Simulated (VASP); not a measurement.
Set up this calculation in VASP 6.6.1, as the native input.

```
Task                   : relaxation of cell and atoms
Functional             : PBE
Potentials or basis    : VASP PAW PBE potentials, release 64 (Ge_d, P)
Cutoff                 : 600 eV
k mesh                 : 6 × 6 × 2
Occupations            : gaussian, width 0.1 eV
Spin                   : no spin polarisation
Dipole correction      : no
Further INCAR settings : ALGO = Normal; EDIFF = 1e-06; IBRION = 2; EDIFFG = -0.04; NSW = 90; ISIF = 3
```

The structure of Ge5P lies in POSCAR:

```
Ge5P
1.0
    3.2096512720      0.0000000000      0.0000000000
   -1.6048256360      2.7796395388      0.0000000000
    0.0000000000      0.0000000000     12.5163228674
Ge P
5 1
Direct
    0.6666666667      0.3333333333      0.8556506217
    0.0000000000      0.0000000000      0.6770415849
    0.6666666667      0.3333333333      0.5000000000
    0.0000000000      0.0000000000      0.3229584151
    0.6666666667      0.3333333333      0.1443493783
    0.0000000000      0.0000000000      0.0000000000
```

The cell was built from a structure type or drawn by symmetry, and may not be a known phase.

These files were run (other wordings do the same):

INCAR

```
  PREC = Accurate
  ENCUT = 600
  EDIFF = 1E-6
  ISMEAR = 0
  SIGMA = 0.1
  LREAL = False
  LASPH = True
  NELM = 60
  ALGO = Normal
  ISIF = 3
  LWAVE = False
  LCHARG = False
  GGA = PE
  IBRION = 2
  NSW = 90
  EDIFFG = -0.04
```

KPOINTS

```
regular mesh
0
Gamma
  6 6 2
```

Potentials or basis: VASP PAW PBE potentials, release 64 (Ge_d, P).

Launch:

```console
$ cat potpaw_PBE.64/Ge_d/POTCAR potpaw_PBE.64/P/POTCAR > POTCAR
$ mpirun -np 1 vasp_std > vasp.out
```

Results of the run:

```
Relaxed volume                        : 19.89 Å³/atom
Relaxed cell                          : a = 3.582 Å, b = 3.582 Å, c = 10.739 Å, α = 90.00°, β = 90.00°, γ = 120.00°
Space group after relaxing (to 0.1 Å) : P-6m2 (No. 187)
Energy gained by relaxing             : 90.4 meV/atom
Ionic steps                           : 33
Pressure after relaxing               : 0.0 GPa
Largest force after relaxing          : 0.034 eV/Å
Band gap on the k mesh                : zero (an odd number of electrons rules out a gap without spin polarisation)
```

Caveat: the k points lie up to 0.34 Å⁻¹ apart in the final cell, too coarse for converged energies and pressures of a metal.

It took 19 min on 1 thread of AMD EPYC 9R45 96-Core Processor (Zen 5), with other jobs on the host, peak memory 0.28 GiB.
